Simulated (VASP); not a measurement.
A run of VASP 6.6.1 is set up as follows.

INCAR

```
PREC = Accurate
ENCUT = 600
EDIFF = 1E-7
ISMEAR = -1
SIGMA = 0.05
LREAL = F
LASPH = T
NELM = 100
ALGO = Normal
ISIF = 3
LWAVE = F
LCHARG = F
GGA = CA
IBRION = 2
NSW = 80
EDIFFG = -0.02
```

File KPOINTS:

```
regular mesh
0
Gamma
  8 8 8
```

The input POSCAR:

```
GaP
1.0
    0.0000000000      2.7252500000      2.7252500000
    2.7252500000      0.0000000000      2.7252500000
    2.7252500000      2.7252500000      0.0000000000
Ga P
1 1
Direct
    0.0000000000      0.0000000000      0.0000000000
    0.7500000000      0.7500000000      0.7500000000
```

Potentials or basis: VASP PAW LDA potentials, release 64 (Ga_d, P).

Run with:

```bash
$ cat potpaw_LDA.64/Ga_d/POTCAR potpaw_LDA.64/P/POTCAR > POTCAR
$ mpirun -np 1 vasp_std > vasp.out
```

Question: Estimate the band gap on the k mesh.

Answer: 1.43 eV, indirect (least direct gap 1.90 eV).

Question: Estimate the relaxed cell.

Answer: a = 3.814 Å, b = 3.814 Å, c = 3.814 Å, α = 60.00°, β = 60.00°, γ = 60.00°.

Question: Predict the relaxed volume.

Answer: 19.61 Å³/atom.

Step by step:
| step | energy change (eV) | largest force (eV/Å) | pressure (GPa) | volume (Å³) |
| --- | --- | --- | --- | --- |
| 1 | 0.0000 | 0.0000 | -2.66 | 40.48 |
| 2 | -0.0075 | 0.0000 | 1.61 | 38.55 |
| 3 | -0.0108 | 0.0000 | -0.01 | 39.22 |

A k mesh can miss the band edges. LDA usually gives volumes a few per cent too small.
